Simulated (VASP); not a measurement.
# BaTlI3 in VASP: notebook, part 2 of 2

VASP 6.6.1. Earlier steps stand in the parts before.

## (4) Single point, HSE06 (epitaxial xy strain -0.5%)

File POSCAR:

```
BaTlI3
1.0
    6.6423654252      0.0000000000      0.0000000000
    0.0000000000      6.6423654252      0.0000000000
    0.0000000000      0.0000000000      6.6907569959
Tl Ba I
1 1 3
Direct
    0.0000000000      0.0000000000      0.0000000000
    0.5000000000      0.5000000000      0.5000000000
    0.5000000000      0.5000000000      0.0000000000
    0.5000000000      0.0000000000      0.5000000000
    0.0000000000      0.5000000000      0.5000000000
```

File INCAR.step1:

```
PREC     = Accurate       # precision mode
ENCUT    = 520            # plane-wave cutoff, eV
EDIFF    = 1E-5           # SCF threshold, eV
ISMEAR   = 0              # smearing method
SIGMA    = 0.01           # smearing width, eV
LREAL    = F              # projectors in reciprocal space
LASPH    = T              # aspherical terms in the spheres
NELM     = 100            # most SCF steps
ALGO     = Normal         # electronic algorithm
ISIF     = 2              # what is computed and relaxed
LWAVE    = T              # write WAVECAR
LCHARG   = F              # write CHGCAR
GGA      = PE             # functional
NBANDS   = 30             # bands
```

File INCAR.step2:

```
PREC     = Accurate       # precision mode
ENCUT    = 520            # plane-wave cutoff, eV
EDIFF    = 1E-7           # SCF threshold, eV
ISMEAR   = 0              # smearing method
SIGMA    = 0.01           # smearing width, eV
LREAL    = F              # projectors in reciprocal space
LASPH    = T              # aspherical terms in the spheres
NELM     = 100            # most SCF steps
ALGO     = Normal         # electronic algorithm
ISIF     = 2              # what is computed and relaxed
LWAVE    = F              # write WAVECAR
LCHARG   = F              # write CHGCAR
GGA      = PE             # functional
LHFCALC  = T              # exact exchange
HFSCREEN = 0.2079         # screening, 1/A
PRECFOCK = Fast         
ISTART   = 1            
NBANDS   = 30             # bands
```

File KPOINTS:

```
regular mesh
0
Gamma
  2 2 2
```

Potentials or basis: VASP PAW PBE potentials, release 64 (Tl_d, Ba_sv, I).

Run with:

```sh
> cat potpaw_PBE.64/Tl_d/POTCAR potpaw_PBE.64/Ba_sv/POTCAR potpaw_PBE.64/I/POTCAR > POTCAR
> cp INCAR.step1 INCAR
> mpirun -np 1 vasp_std > vasp.out
> cp INCAR.step2 INCAR
> mpirun -np 1 vasp_std > vasp.out
```

OUTCAR:

```text
PREC = Accurate
   ENCUT = 520
   EDIFF = 1E-7
   ISMEAR = 0
   LREAL = F
   LASPH = T
   NELM = 100
   ISIF = 2
   GGA = PE
   LHFCALC = T
   HFSCREEN = 0.2079
   PRECFOCK = Fast
   ISTART = 1

 ion  position               nearest neighbor table
   1  0.000  0.000  0.000-
[... 391 lines left out ...]

  FORCE on cell =-STRESS in cart. coord.  units (eV):
  Direction    XX          YY          ZZ          XY          YZ          ZX
  --------------------------------------------------------------------------------------
  -------------------------------------------------------------------------------------
  Total        1.1713004      1.1713004      0.7332351      0.0000000      0.0000000      0.0000000
  in kB        6.3570858      6.3570858      3.9795417      0.0000000      0.0000000      0.0000000
  external PRESSURE =       5.5645711 kB  Pullay stress =       0.0000000 kB

 VOLUME and BASIS-vectors are now :
 -----------------------------------------------------------------------------
  energy-cutoff  :      520.00
  volume of cell :      295.20
      direct lattice vectors                 reciprocal lattice vectors
     6.642365425  0.000000000  0.000000000     0.150548778  0.000000000  0.000000000
     0.000000000  6.642365425  0.000000000     0.000000000  0.150548778  0.000000000
     0.000000000  0.000000000  6.690756996     0.000000000  0.000000000  0.149459919

 POSITION                                       TOTAL-FORCE (eV/Angst)
 -----------------------------------------------------------------------------------
      0.00000      0.00000      0.00000         0.000000      0.000000      0.000000
      3.32118      3.32118      3.34538         0.000000      0.000000      0.000000
      3.32118      3.32118      0.00000         0.000000      0.000000      0.000000
      3.32118      0.00000      3.34538         0.000000      0.000000      0.000000
      0.00000      3.32118      3.34538         0.000000      0.000000      0.000000
 -----------------------------------------------------------------------------------
    total drift:                                0.000001      0.000000      0.000001

  FREE ENERGIE OF THE ION-ELECTRON SYSTEM (eV)
  ---------------------------------------------------
  free  energy   TOTEN  =       -16.8068946397 eV

  energy  without entropy=      -16.8068946397  energy(sigma->0) =      -16.80689464
```

OSZICAR.step1:

```text
N       E                     dE             d eps       ncg     rms          rms(c)
DAV:   1     0.285547714765E+03    0.28555E+03   -0.17282E+04   368   0.117E+03
DAV:   2     0.839480827110E+01   -0.27715E+03   -0.26938E+03   514   0.224E+02
DAV:   3    -0.147611279265E+02   -0.23156E+02   -0.23071E+02   448   0.647E+01
DAV:   4    -0.154528981858E+02   -0.69177E+00   -0.69053E+00   498   0.109E+01
DAV:   5    -0.154671904826E+02   -0.14292E-01   -0.14291E-01   492   0.143E+00    0.450E+00
DAV:   6    -0.147501229449E+02    0.71707E+00   -0.64724E-01   372   0.257E+00    0.309E+00
DAV:   7    -0.143278566502E+02    0.42227E+00   -0.10454E+00   380   0.311E+00    0.114E+00
DAV:   8    -0.142990334986E+02    0.28823E-01   -0.93337E-02   412   0.136E+00    0.290E-01
DAV:   9    -0.142969375983E+02    0.20959E-02   -0.21801E-02   444   0.531E-01    0.260E-01
DAV:  10    -0.142977612222E+02   -0.82362E-03   -0.12285E-03   422   0.146E-01    0.861E-02
DAV:  11    -0.142980339748E+02   -0.27275E-03   -0.80999E-04   414   0.120E-01    0.329E-02
DAV:  12    -0.142980647597E+02   -0.30785E-04   -0.48389E-05   438   0.304E-02    0.125E-02
DAV:  13    -0.142980724590E+02   -0.76993E-05   -0.86445E-06   338   0.134E-02
   1 F= -.14298072E+02 E0= -.14298072E+02  d E =-.480006E-71
```

Wall time 20 min (1 thread of AMD EPYC 7R43 (Zen 3), shared host); peak memory 0.46 GiB.

Results:

| Quantity | Value |
| --- | --- |
| Free energy | -16.8069 eV |
| Pressure | 0.6 GPa |
| Band gap on the k mesh | 3.33 eV, indirect (least direct gap 3.60 eV) |

Stress tensor (GPa, compression positive):
```
0.64 0.00 0.00
0.00 0.64 0.00
0.00 0.00 0.40
```

Caveat: the k points lie up to 0.47 Å⁻¹ apart; the cell differs from its parent crystal (epitaxial xy strain -0.5%); the PAW data sets were made with another functional, which shifts forces and pressure a little; spin-orbit coupling is left out, which moves the levels of the heavy elements. A k mesh can miss the band edges.

## (5) Summary

| level | cell | k mesh | smearing | grid for exact exchange (PRECFOCK) | screening parameter | gap on the mesh (eV) | pressure (GPa) |
| --- | --- | --- | --- | --- | --- | --- | --- |
| PBE | a = 6.676 Å, 5 atoms | 4 × 4 × 4 | fermi-dirac 0.02 eV | - | - | 2.42 | 0.4 |
| HSE06 | a = 6.676 Å, 5 atoms | 2 × 2 × 2 | gaussian 0.01 eV | Fast | 0.2079 1/Å | 3.34 | 0.4 |
| HSE06 | a = 6.642, b = 6.642, c = 6.691 Å, 5 atoms | 2 × 2 × 2 | gaussian 0.01 eV | Fast | 0.2079 1/Å | 3.33 | 0.6 |

Alike in all rows: task single point; potentials or basis VASP PAW PBE potentials, release 64 (Tl_d, Ba_sv, I); no spin polarisation; cutoff (eV) 520.

Caveats: some runs use coarse meshes; spin-orbit coupling is left out, which moves the levels of the heavy elements; the PAW data sets were made with another functional, which shifts forces and pressure a little (some runs).

Total energies depend on the potentials used, so only differences within one code and one set of settings carry meaning.
